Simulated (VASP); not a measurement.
Runs of VASP 6.6.1 on Tl3Cu. The structure is that of space group Pm-3m (No. 221), or close to it. The cells are those of the table. 

```tsv
cell	k mesh	gap on the mesh (eV)	pressure (GPa)
a = 4.764, b = 4.764, c = 4.717 Å, 4 atoms	5 × 5 × 5	none	-0.7
a = 4.541 Å, 4 atoms	6 × 6 × 6	none	4.9
a = 4.623, b = 4.623, c = 4.717 Å, 4 atoms	5 × 5 × 5	none	(a)
a = 4.906, b = 4.906, c = 4.717 Å, 4 atoms	5 × 5 × 5	none	(b)
a = 4.289 Å, 4 atoms	6 × 6 × 6	none	20.0
```

Alike in all rows: task single point; level PBE; potentials or basis VASP PAW PBE potentials, release 64 (Tl_d, Cu); no spin polarisation; cutoff (eV) 520; smearing fermi-dirac 0.05 eV.

Task: Estimate the missing entries.

Result: (a) 1.4; (b) -2.2.

Caveats: spin-orbit coupling is left out, which moves the levels of the heavy elements; the cell stands under pressure (at least some runs).

A k mesh can miss the band edges, and the runs leave out spin-orbit coupling on Tl.

A gap of «none» marks levels without a gap at the run's occupations.
